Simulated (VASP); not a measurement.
Input of a VASP 6.6.1 run:

File INCAR:

```
ALGO = Normal ; EDIFF = 1E-7
ENCUT = 520 ; GGA = PE
ISIF = 2 ; ISMEAR = 0
LASPH = T ; LCHARG = T
LELF = T ; LREAL = F
LVHAR = T ; LWAVE = F
NBANDS = 16 ; NELM = 80
PREC = Accurate ; SIGMA = 0.05
```

The input KPOINTS:

```
k-points
0
Gamma
  12 12 6
```

The input POSCAR:

```
Si
1.0
    3.7261315656      0.0000000000      0.0000000000
   -1.8630657828      3.2269245936      0.0000000000
    0.0000000000      0.0000000000      6.7986996546
Si
4
Direct
    0.3333333333      0.6666666667      0.0817861204
    0.6666666667      0.3333333333      0.5817861204
    0.3333333333      0.6666666667      0.4182138796
    0.6666666667      0.3333333333      0.9182138796
```

Potentials or basis: VASP PAW PBE potentials, release 64 (Si).

Run with:

```console
$ cat potpaw_PBE.64/Si/POTCAR > POTCAR
$ mpirun -np 1 vasp_std > vasp.out
```

**Question.** Estimate the pressure.

**Answer.** -1.4 GPa.

**Question.** What does it give for the largest force?

**Answer.** 2.407 eV/Å.

**Question.** Predict the band gap on the k mesh.

**Answer.** Zero (bands 8 and 9 overlap by 0.82 eV).

Stress tensor (GPa, compression positive):
```
 1.00  0.00  0.00
 0.00  1.00  0.00
 0.00  0.00 -6.21
```

Caveat: the stress differs along the axes, from -6 to 1 GPa; forces of over 1 eV/Å act on the atoms, so gaps and moduli don't describe the material at rest.
